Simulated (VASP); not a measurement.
Set up this calculation in VASP 6.6.1, as the native input.

| Property | Result |
| --- | --- |
| Task | relaxation of cell and atoms |
| Functional | PBE |
| Potentials or basis | VASP PAW PBE potentials, release 64 (Zr_sv) |
| Cutoff | 600 eV |
| k mesh | 15 × 15 × 8 |
| Occupations | gaussian, width 0.1 eV |
| Spin | no spin polarisation |
| Dipole correction | no |
| Further INCAR settings | ALGO = Fast; EDIFF = 1e-06; IBRION = 2; EDIFFG = -0.005; NSW = 100; ISIF = 3 |

The structure of Zr lies in POSCAR:

```
Zr
1.0
    3.2320000000      0.0000000000      0.0000000000
   -1.6160000000      2.7989941050      0.0000000000
    0.0000000000      0.0000000000      5.1470000000
Zr
2
Direct
    0.3333333333      0.6666666667      0.2500000000
    0.6666666667      0.3333333333      0.7500000000
```

One way to write it, as run:

INCAR

```
SYSTEM = Zr
PREC = Accurate ; ENCUT = 600
EDIFF = 1E-6 ; ISMEAR = 0
SIGMA = 0.1 ; LREAL = .False.
LASPH = .True. ; NELM = 100
ALGO = Fast ; ISIF = 3
LWAVE = .False. ; LCHARG = .False.
GGA = PE ; IBRION = 2
NSW = 100 ; EDIFFG = -0.005
```

KPOINTS

```
regular mesh
0
Gamma
  15 15 8
  0 0 0
```

Potentials or basis: VASP PAW PBE potentials, release 64 (Zr_sv).

The run is started by

```sh
$ cat potpaw_PBE.64/Zr_sv/POTCAR > POTCAR
$ mpirun -np 1 vasp_std > vasp.out
```

Results of the run:

The relaxed volume is 23.40 Å³/atom, the relaxed cell is a = 3.233 Å, b = 3.233 Å, c = 5.169 Å, α = 90.00°, β = 90.00°, γ = 120.00° and the space group after relaxing (to 0.1 Å) is P6_3/mmc (No. 194). The energy gained by relaxing is 0.3 meV/atom, the ionic steps are 4 and the pressure after relaxing is 0.0 GPa. The band gap on the k mesh is zero (bands 12 and 13 overlap by 1.18 eV).

It took 4.5 min on 1 thread of AMD EPYC 9R45 (Zen 5) (shared host), peak memory 0.22 GiB.
